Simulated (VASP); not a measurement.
Wanted: the native input for a VASP 6.6.1 run.

```
Task                    : single point
Functional              : LDA
Potentials or basis     : VASP PAW LDA potentials, release 64 (Sb)
Cutoff                  : 400 eV
k mesh                  : 8 × 8 × 8
Occupations             : tetrahedron, width 0.05 eV
Spin                    : non-collinear spin, zero start, spin-orbit coupling
Starting moments        : [[0.0, 0.0, 0.0]] μB
Dipole correction       : no
k mesh for the DOS      : 12 × 12 × 12
Occupations for the DOS : tetrahedron
Further INCAR settings  : ALGO = Normal; EDIFF = 1e-06; NBANDS = 16
```

The system is Sb.

```
Sb
1.0
     3.16000    0.00000    0.00000
     0.00000    3.16000    0.00000
     0.00000    0.00000    3.16000
Sb
1
Direct
  0.00000 0.00000 0.00000
```

This isn't the form of Sb at room conditions, which is rhombohedral.

These files were run (other wordings do the same):

POSCAR

```
Sb
1.0
    3.1600000000      0.0000000000      0.0000000000
    0.0000000000      3.1600000000      0.0000000000
    0.0000000000      0.0000000000      3.1600000000
Sb
1
Direct
    0.0000000000      0.0000000000      0.0000000000
```

INCAR.step1

```
SYSTEM = Sb
PREC = Accurate
ENCUT = 400
EDIFF = 1E-6
ISMEAR = -5
SIGMA = 0.05
LREAL = .FALSE.
LASPH = .TRUE.
NELM = 200
ALGO = Normal
ISIF = 2
LWAVE = .FALSE.
LCHARG = .TRUE.
MAGMOM = 0 0 0
LSORBIT = .TRUE.
GGA_COMPAT = .FALSE.
LORBMOM = .TRUE.
NBANDS = 16
NEDOS = 2001
LORBIT = 11
```

KPOINTS.step1

```
Automatic mesh
0
G
  8 8 8
  0 0 0
```

INCAR.step2

```
SYSTEM = Sb
PREC = Accurate
ENCUT = 400
EDIFF = 1E-6
ISMEAR = -5
SIGMA = 0.05
LREAL = .FALSE.
LASPH = .TRUE.
NELM = 200
ALGO = Normal
ISIF = 2
LWAVE = .FALSE.
LCHARG = .FALSE.
MAGMOM = 0 0 0
LORBIT = 11
LSORBIT = .TRUE.
GGA_COMPAT = .FALSE.
LORBMOM = .TRUE.
NBANDS = 16
NEDOS = 1001
ICHARG = 11
```

KPOINTS.step2

```
Automatic mesh
0
G
  12 12 12
  0 0 0
```

Potentials or basis: VASP PAW LDA potentials, release 64 (Sb).

The run is started by

```console
$ cat potpaw_LDA.64/Sb/POTCAR > POTCAR
$ cp INCAR.step1 INCAR
$ cp KPOINTS.step1 KPOINTS
$ mpirun -np 1 vasp_ncl > vasp.out
$ cp INCAR.step2 INCAR
$ cp KPOINTS.step2 KPOINTS
$ mpirun -np 1 vasp_ncl > vasp.out
```

Results of the run:

* Net moment: 0.00 μB per cell
* Valence electrons inside the program's atomic spheres: Sb 2.37

Run time: 17 s on 1 thread of Intel(R) Xeon(R) 6975P-C (Granite Rapids) (shared host), peak memory 0.18 GiB.
